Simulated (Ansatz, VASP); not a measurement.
F: VASP beside Ansatz

File INCAR:

```
SYSTEM = F
PREC = Accurate
ENCUT = 520
EDIFF = 1E-6
ISMEAR = -1
SIGMA = 0.05
LREAL = .FALSE.
LASPH = .TRUE.
NELM = 60
ALGO = Normal
ISIF = 2
LWAVE = .FALSE.
LCHARG = .FALSE.
GGA = PE
NBANDS = 14
```

Contents of KPOINTS:

```
Automatic mesh
0
G
  18 18 10
  0 0 0
```

The input POSCAR:

```
F
1.0
    1.9059613510      0.0000000000      0.0000000000
   -0.9529806755      1.6506109486      0.0000000000
    0.0000000000      0.0000000000      2.6981556504
F
2
Direct
    0.3333333333      0.6666666667      0.2500000000
    0.6666666667      0.3333333333      0.7500000000
```

Input for Ansatz:

```yaml
crystal:
  lattice:
    - [1.905961351, 0.0, 0.0]
    - [-0.9529806755, 1.6506109486, 0.0]
    - [0.0, 0.0, 2.6981556504]
  atoms:
    - { symbol: F, position: [0.3333333333, 0.6666666667, 0.25] }
    - { symbol: F, position: [0.6666666667, 0.3333333333, 0.75] }
kpoints:
  mp_grid: { grid: [18, 18, 10] }
  band_path:
    path:
      - [0.0, 0.0, 0.0]
      - [0.5, 0.0, 0.0]
      - [0.3333333333, 0.3333333333, 0.0]
      - [0.0, 0.0, 0.0]
      - [0.0, 0.0, 0.5]
      - [0.5, 0.0, 0.5]
      - [0.3333333333, 0.3333333333, 0.5]
      - [0.0, 0.0, 0.5]
      - [0.5, 0.0, 0.5]
    npoints: 8
scf:
  occupations: { method: fermi_dirac, width: 0.05 }
hamiltonian:
  xc: pbe
  pseudopotentials: { kind: all_electron, lapw: { basis_error: 0.001 } }
output:
  forces: true
  stress: true
  eigenvalues: true
  populations: true
  dos: { projected: true, de: 0.2, e_range: [-14, 8] }
```

Change from the starting cell: volume scaled by 0.4, LAPW.

Alike in both runs: task single point; functional PBE; k mesh 18 × 18 × 10; occupations fermi-dirac, width 0.05 eV; no spin polarisation.

|  | VASP | Ansatz |
| --- | --- | --- |
| version | VASP 6.6.1 | Ansatz 0.2.0 |
| potentials or method | VASP PAW PBE potentials, release 64 (F), cutoff 520 eV | all-electron LAPW, scalar-relativistic |

Ansatz gave:

| Item | Value |
| --- | --- |
| pressure (GPa) | 424.8 |
| traceless stress, the component that is largest in VASP (GPa) | 0.17 |

Q: What did VASP give for the same quantities?

A: Pressure (GPa): 424.8; traceless stress, the component that is largest in VASP (GPa): 0.39.

Both programs put the cell under a high pressure, so it lies far from rest at this level. Ansatz ran all-electron here, and VASP with PAW potentials.

Noted on VASP's run: the cell as given lies far from equilibrium.
